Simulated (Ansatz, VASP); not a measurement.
Ba2ReTe4: VASP beside Ansatz

```
Ba Re Te
1.0
     6.61155    0.00000    0.00000
    -3.30577    5.72577    0.00000
     0.00000    0.00000    5.97074
Ba Re Te
2 1 4
Direct
  0.33333 0.66667 0.50000
  0.66667 0.33333 0.50000
  0.00000 0.00000 0.50000
  0.50000 0.00000 0.00000
  0.00000 0.50000 0.00000
  0.50000 0.50000 0.00000
  0.00000 0.00000 0.00000
```

Alike in both runs: task relaxation of cell and atoms; functional PBE; k mesh 3 × 3 × 4; occupations gaussian, width 0.1 eV; no spin polarisation.

|  | VASP | Ansatz |
| --- | --- | --- |
| version | VASP 6.6.1 | Ansatz 0.2.0 |
| potentials or method | VASP PAW PBE potentials, release 64 (Ba_sv, Re, Te), cutoff 600 eV | scalar-relativistic, plane waves, PAW |
| valence electrons in the cell | 51 | 99 |

```tsv
	VASP	Ansatz	Ansatz less VASP
gap on the k mesh at the Fermi level, each at its own relaxed structure (eV)	none	none	-
relaxed volume (Å³/atom)	37.36	36.31	-1.054
relaxed cell length with the largest relative difference (Å)	7.679	7.562	-0.1167
```

A gap of «none» marks a metal or a gap that the smearing closes. VASP's potentials hold 51 valence electrons a cell and Ansatz's 99, so a difference there can come from the potentials and not from the codes.

The k mesh is coarse, so the values compare programs but aren't converged. Neither program's run includes spin-orbit coupling. Noted on VASP's run: the volume moved by over 15 % at a fixed basis, so the end points are rough.
